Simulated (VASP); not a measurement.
# Al3Si2I (Amm2) in VASP: vibrations by perturbation theory with PBE

Aim: the vibrations by perturbation theory of Al3Si2I with PBE.

Program: VASP 6.6.1. These are calculated values, not measurements. Logs are shortened: lines on timing, memory, paths and dates and some standing lists are left out, and cuts for length are marked.

**1. The cell of the first run**

The structure is orthorhombic, space group Amm2 (No. 38). Conventional cell: a = 8.641 Å, b = 4.336 Å, c = 7.575 Å, α = 90.00°, β = 90.00°, γ = 90.00°. Within 3.7 Å of Al (site symmetry mm2) lie 6 Si at 2.78 to 2.79 Å and 6 Al at 3.00 to 3.03 Å. Al (site symmetry m) has 3 Si at 2.55 to 2.57 Å and 1 I at 2.76 Å and 4 Al at 3.00 to 3.30 Å within 3.4 Å. Si (site symmetry m) has 1 Si at 2.40 Å and 6 Al at 2.55 to 2.79 Å within 3.2 Å. Within 3.7 Å of I (site symmetry mm2) lie 2 Al at 2.76 Å and 2 Si at 3.63 Å.

**2. Vibrations by perturbation theory, PBE**

Input file INCAR:

```
PREC     = Accurate       # precision mode
ENCUT    = 520            # plane-wave cutoff, eV
EDIFF    = 1E-8           # SCF threshold, eV
ISMEAR   = 0              # smearing method
SIGMA    = 0.1            # smearing width, eV
LREAL    = F              # projectors in reciprocal space
LASPH    = T              # aspherical terms in the spheres
NELM     = 100            # most SCF steps
ALGO     = Normal         # electronic algorithm
ISIF     = 2              # what is computed and relaxed
LWAVE    = F              # write WAVECAR
LCHARG   = F              # write CHGCAR
GGA      = PE             # functional
IBRION   = 8              # ionic algorithm
NSW      = 1              # ionic steps
KPAR     = 4
```

Input file KPOINTS:

```
regular mesh
0
Gamma
  4 8 8
```

Input file POSCAR:

```
Al3Si2I
1.0
    8.6413805392      0.0000000000      0.0000000000
    0.0000000000      2.1681701106      3.7873024808
    0.0000000000     -2.1681701106      3.7873024808
Al Si I
3 2 1
Direct
    0.0000000000      0.2100213196      0.2100213196
    0.8090601028      0.8747428163      0.8747428163
    0.1909398972      0.8747428163      0.8747428163
    0.1390233573      0.5405319637      0.5405319637
    0.8609766427      0.5405319637      0.5405319637
    0.5000000000      0.7853933302      0.7853933302
```

Potentials or basis: VASP PAW PBE potentials, release 64 (Al, Si, I).

Command:

```
> cat potpaw_PBE.64/Al/POTCAR potpaw_PBE.64/Si/POTCAR potpaw_PBE.64/I/POTCAR > POTCAR
> mpirun -np 4 vasp_std > vasp.out
```

OUTCAR:

```text
PREC = Accurate
   ENCUT = 520
   EDIFF = 1E-8
   ISMEAR = 0
   LREAL = F
   LASPH = T
   NELM = 100
   ISIF = 2
   GGA = PE
   IBRION = 8
   NSW = 1

 ion  position               nearest neighbor table
   1  0.000  0.210  0.210-   4 2.78   5 2.78   4 2.79   5 2.79   4 2.79   5 2.79   2 3.00   3 3.00
                             2 3.00   3 3.00   2 3.03   3 3.03
   2  0.809  0.875  0.875-   5 2.55   5 2.55   5 2.57   6 2.76   1 3.00   1 3.00   1 3.03   3 3.30

   3  0.191  0.875  0.875-   4 2.55   4 2.55   4 2.57   6 2.76   1 3.00   1 3.00   1 3.03   2 3.30

   4  0.139  0.541  0.541-   5 2.40   3 2.55   3 2.55   3 2.57   1 2.78   1 2.79   1 2.79
   5  0.861  0.541  0.541-   4 2.40   2 2.55   2 2.55   2 2.57   1 2.78   1 2.79   1 2.79
   6  0.500  0.785  0.785-   2 2.76   3 2.76

  LATTYP: Found a base centered orthorhombic cell.
 ALAT       =     4.3363402212
 B/A-ratio  =     1.7467736790
 C/A-ratio  =     1.9927819540

  Lattice vectors:

 A1 = (   0.0000000000,   2.1681701106,  -3.7873024808)
 A2 = (   0.0000000000,   2.1681701106,   3.7873024808)
 A3 = (   8.6413805392,   0.0000000000,   0.0000000000)

Analysis of symmetry for initial positions (statically):
=====================================================================
 Subroutine PRICEL returns:
 Original cell was already a primitive cell.

 Routine SETGRP: Setting up the symmetry group for a
 base centered orthorhombic supercell.

 Subroutine GETGRP returns: Found  4 space group operations
 (whereof  4 operations were pure point group operations)
 out of a pool of  8 trial point group operations.

The static configuration has the point symmetry C_2v.

Analysis of symmetry for dynamics (positions and initial velocities):
=====================================================================
 Subroutine PRICEL returns:
 Original cell was already a primitive cell.

 Routine SETGRP: Setting up the symmetry group for a
 base centered orthorhombic supercell.

 Subroutine GETGRP returns: Found  4 space group operations
 (whereof  4 operations were pure point group operations)
 out of a pool of  8 trial point group operations.

The dynamic configuration has the point symmetry C_2v.

 Subroutine INISYM returns: Found  4 space group operations
 (whereof  4 operations are pure point group operations),
 and found     1 'primitive' translations

[... 637 lines left out ...]
 -----------------------------------------------------------------------------------
      0.00000      0.00000      1.59083         0.000000      0.000000      0.000166
      6.99140      0.00000      6.62583        -0.001119      0.000000     -0.000665
      1.64998      0.00000      6.62583         0.001119      0.000000     -0.000665
      1.20135      0.00000      4.09432        -0.007013      0.000000     -0.000559
      7.44003      0.00000      4.09432         0.007013      0.000000     -0.000559
      4.32069      0.00000      5.94904         0.000000      0.000000      0.002282
 -----------------------------------------------------------------------------------
    total drift:                               -0.000000      0.000000     -0.000328

  FREE ENERGIE OF THE ION-ELECTRON SYSTEM (eV)
  ---------------------------------------------------
  free  energy   TOTEN  =       -23.4916724037 eV

  energy  without entropy=      -23.4857488687  energy(sigma->0) =      -23.48871064

[... ionic steps 2 to 18 ...]

--------------------------------------- Ionic step       19  -------------------------------------------

------------------------ aborting loop because EDIFF is reached ----------------------------------------

--------------------------------------- Ionic step       20  -------------------------------------------

------------------------ aborting loop because EDIFF is reached ----------------------------------------

--------------------------------------- Ionic step       21  -------------------------------------------

 Free energy of the ion-electron system (eV)
  ---------------------------------------------------
  ---------------------------------------------------
  free energy    TOTEN  =        -0.08060635 eV

  energy without entropy =       -0.08060571

------------------------ aborting loop because EDIFF is reached ----------------------------------------

 INTERNAL STRAIN TENSOR  FOR ION    6  DIRECTION 3   (eV/Angst):
 -----------------------------------------------------------------------------
     4.22708  0.00000  0.00000
     0.00000  0.57186  0.00000
     0.00000  0.00000 -0.40995

 INTERNAL STRAIN TENSOR FOR ION    6 for displacements in x,y,z  (eV/Angst):
          X           Y           Z          XY          YZ          ZX
  --------------------------------------------------------------------------------
  x     0.00000     0.00000     0.00000     0.00000     0.00000     1.57497
  y     0.00000     0.00000     0.00000     0.00000     0.55628     0.00000
  z     4.22708     0.57186    -0.40995     0.00000     0.00000     0.00000

 SECOND DERIVATIVES (NOT SYMMETRIZED)
 ------------------------------------
               1X          1Y          1Z          2X          2Y          2Z          3X          3Y          3Z          4X          4Y          4Z          5X          5Y          5Z          6X          6Y          6Z
  1X    -1.917106    0.000000    0.000000    0.779434    0.000000   -0.012989    0.779434    0.000000    0.012989    0.274944    0.000000    0.014841    0.274944    0.000000   -0.014841   -0.191650    0.000000    0.000000
  1Y     0.000000   -1.966290    0.000000    0.000000    0.685685    0.000000    0.000000    0.685685    0.000000    0.000000    0.335773    0.000000    0.000000    0.335773    0.000000    0.000000   -0.076627    0.000000
  1Z     0.000000    0.000000   -3.152487    0.009431    0.000000    1.095797   -0.009431    0.000000    1.095797    0.004653    0.000000    0.552104   -0.004653    0.000000    0.552104    0.000000    0.000000   -0.143315
  2X     0.780258    0.000000    0.009301   -4.612196    0.000000   -0.558104    1.871267    0.000000   -0.253037    0.526160    0.000000    0.022430   -0.005887    0.000000    0.002036    1.440398    0.000000    0.777373
  2Y     0.000000    0.723178    0.000000    0.000000   -5.953672    0.000000    0.000000    0.154832    0.000000    0.000000   -0.036467    0.000000    0.000000    5.146840    0.000000    0.000000   -0.034711    0.000000
  2Z    -0.013282    0.000000    1.054902   -0.557051    0.000000   -5.996247    0.254189    0.000000   -0.256868   -0.136997    0.000000    0.124705   -0.062660    0.000000    4.728391    0.515802    0.000000    0.345117
  3X     0.780258    0.000000   -0.009301    1.871267    0.000000    0.253037   -4.612196    0.000000    0.558104   -0.005887    0.000000   -0.002036    0.526160    0.000000   -0.022430    1.440398    0.000000   -0.777373
  3Y     0.000000    0.723178    0.000000    0.000000    0.154832    0.000000    0.000000   -5.953672    0.000000    0.000000    5.146840    0.000000    0.000000   -0.036467    0.000000    0.000000   -0.034711    0.000000
  3Z     0.013282    0.000000    1.054902   -0.254189    0.000000   -0.256868    0.557051    0.000000   -5.996247    0.062660    0.000000    4.728391    0.136997    0.000000    0.124705   -0.515802    0.000000    0.345117
  4X     0.274385    0.000000    0.006370    0.527033    0.000000   -0.134275   -0.005563    0.000000    0.062813   -9.158264    0.000000    0.002175    7.077880    0.000000    0.079050    1.284528    0.000000   -0.016133
  4Y     0.000000    0.293249    0.000000    0.000000   -0.020289    0.000000    0.000000    5.159580    0.000000    0.000000   -6.747106    0.000000    0.000000    1.173983    0.000000    0.000000    0.140583    0.000000
  4Z     0.011612    0.000000    0.594195    0.024298    0.000000    0.110302   -0.002536    0.000000    4.716257    0.003907    0.000000   -6.438762   -0.078776    0.000000    0.765993    0.041495    0.000000    0.252016
  5X     0.274385    0.000000   -0.006370   -0.005563    0.000000   -0.062813    0.527033    0.000000    0.134275    7.077880    0.000000   -0.079050   -9.158264    0.000000   -0.002175    1.284528    0.000000    0.016133
  5Y     0.000000    0.293249    0.000000    0.000000    5.159580    0.000000    0.000000   -0.020289    0.000000    0.000000    1.173983    0.000000    0.000000   -6.747106    0.000000    0.000000    0.140583    0.000000
  5Z    -0.011612    0.000000    0.594195    0.002536    0.000000    4.716257   -0.024298    0.000000    0.110302    0.078776    0.000000    0.765993   -0.003907    0.000000   -6.438762   -0.041495    0.000000    0.252016
  6X    -0.191161    0.000000    0.000000    1.441051    0.000000    0.515846    1.441051    0.000000   -0.515846    1.283200    0.000000    0.043275    1.283200    0.000000   -0.043275   -5.257342    0.000000    0.000000
  6Y     0.000000   -0.075618    0.000000    0.000000   -0.034203    0.000000    0.000000   -0.034203    0.000000    0.000000    0.140515    0.000000    0.000000    0.140515    0.000000    0.000000   -0.137004    0.000000
  6Z     0.000000    0.000000   -0.144061    0.775492    0.000000    0.346893   -0.775492    0.000000    0.346893   -0.016374    0.000000    0.249399    0.016374    0.000000    0.249399    0.000000    0.000000   -1.048524

 Eigenvectors and eigenvalues of the dynamical matrix
 ----------------------------------------------------

   1 f  =   11.898328 THz    74.759401 2PiTHz  396.885508 cm-1    49.207509 meV
             X         Y         Z           dx          dy          dz
      0.000000  0.000000  1.590829    -0.000000   -0.000000    0.000858
      6.991396  0.000000  6.625831     0.039803    0.000000   -0.006143
      1.649984  0.000000  6.625831    -0.039803   -0.000000   -0.006143
      1.201354  0.000000  4.094316    -0.705909    0.000000    0.008205
      7.440027  0.000000  4.094316     0.705909   -0.000000    0.008205
      4.320690  0.000000  5.949044    -0.000000    0.000000   -0.002513
[... 145 lines left out ...]
  18 f/i=    0.005282 THz     0.033187 2PiTHz    0.176184 cm-1     0.021844 meV
             X         Y         Z           dx          dy          dz
      0.000000  0.000000  1.590829    -0.000000    0.000000   -0.319601
      6.991396  0.000000  6.625831    -0.000029    0.000000   -0.319714
      1.649984  0.000000  6.625831     0.000029    0.000000   -0.319714
      1.201354  0.000000  4.094316     0.000036    0.000000   -0.325663
      7.440027  0.000000  4.094316    -0.000036    0.000000   -0.325663
      4.320690  0.000000  5.949044    -0.000000    0.000000   -0.693764

--------------------------------------------------------------------------------------------------------

 ELASTIC MODULI CONTR FROM IONIC RELAXATION (kBar)
 Direction    XX          YY          ZZ          XY          YZ          ZX
 --------------------------------------------------------------------------------
 XX        -582.0681     61.8624     62.3740      0.0000      0.0000     -0.0000
 YY          61.8624   -116.1750     38.6842      0.0000      0.0000     -0.0000
 ZZ          62.3740     38.6842    -69.1462     -0.0000     -0.0000     -0.0000
 XY           0.0000      0.0000     -0.0000   -125.6922     -0.0000      0.0000
 YZ           0.0000      0.0000     -0.0000      0.0000   -154.8906      0.0000
 ZX          -0.0000      0.0000     -0.0000      0.0000      0.0000   -127.9938
 --------------------------------------------------------------------------------
```

It took 9.9 min on 4 MPI ranks of Intel Xeon Platinum 8488C (Sapphire Rapids), shared host; peak memory 0.82 GiB.

What came out:

- Highest phonon frequency at Γ, LO-TO splitting left out: 397 cm⁻¹

Phonon frequencies in cm⁻¹ (negative: imaginary):
```csv
q point,frequencies
"(0.000, 0.000, 0.000)",0 0 0 23 58 116 132 137 158 160 196 200 255 327 329 331 348 397
```

Caveat: spin-orbit coupling is left out, which moves the levels of the heavy elements.
